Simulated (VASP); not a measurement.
Runs of VASP 6.6.1 on SnSe. The structure is that of space group Fm-3m (No. 225), or close to it. The cells are those of the table. 

| cell | gap on the mesh (eV) | pressure (GPa) |
| --- | --- | --- |
| a = 4.170 Å, angles 60.0°, 2 atoms | 0.93 | (a) |
| a = 4.340 Å, angles 60.0°, 2 atoms | (c) | (b) |
| a = 4.299 Å, angles 60.0°, 2 atoms | 0.52 | -3.5 |
| a = 4.214 Å, angles 60.0°, 2 atoms | 0.78 | -0.7 |

Alike in all rows: task single point; level PBEsol; potentials or basis VASP PAW PBE potentials, release 64 (Sn_d, Se); no spin polarisation; k mesh 6 × 6 × 6; cutoff (eV) 520; smearing gaussian 0.01 eV.

Task: Estimate the missing entries.

Result: (a) 1.1; (b) -4.6; (c) 0.40.

Caveats: the PAW data sets were made with another functional, which shifts forces and pressure a little; spin-orbit coupling is left out, which moves the levels of the heavy elements.

A k mesh can miss the band edges, and the runs leave out spin-orbit coupling on Se, Sn.
